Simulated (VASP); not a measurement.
## Ca2P3Ru: single point with PBE

Crystal: Ca2P3Ru.

```
CELL_PARAMETERS angstrom
5.35121 0.00000 0.00000
-2.67561 4.63429 0.00000
0.00000 0.00000 4.80232
ATOMIC_POSITIONS crystal
Ca 0.33333 0.66667 0.00000
Ca 0.66667 0.33333 0.00000
P 0.50000 0.00000 0.50000
P 0.50000 0.50000 0.50000
P 0.00000 0.50000 0.50000
Ru 0.00000 0.00000 0.00000
```

The cell was built from a structure type or drawn by symmetry, and may not be a known phase.

* Program: VASP 6.6.1
* Task: single point
* Functional: PBE
* Potentials or basis: VASP PAW PBE potentials, release 64 (Ca_sv, P, Ru_pv)
* Cutoff: 520 eV
* k mesh: 9 × 9 × 10
* Occupations: gaussian, width 0.1 eV
* Spin: no spin polarisation
* Dipole correction: no
* Further INCAR settings: ALGO = Fast; EDIFF = 1e-07; NBANDS = 34

The pressure is 0.1 GPa. The band gap on the k mesh is zero (an odd number of electrons rules out a gap without spin polarisation).

Stress tensor (GPa, compression positive):
```
0.08 0.00 0.00
0.00 0.08 0.00
0.00 0.00 0.28
```

Levels at points of the mesh, in eV from the Fermi level:
```tsv
k point	band 22	band 23	band 24	band 25	band 26	band 27
(0.00, 0.00, 0.00)	-0.79	-0.79	-0.68	-0.57	-0.57	2.87
(0.00, 0.00, 0.50)	0.08	0.08	0.33	0.33	0.99	1.45
```

Wall time 6.9 min on 1 thread of Intel(R) Xeon(R) Platinum 8488C (Sapphire Rapids) (shared host), peak memory 0.41 GiB.
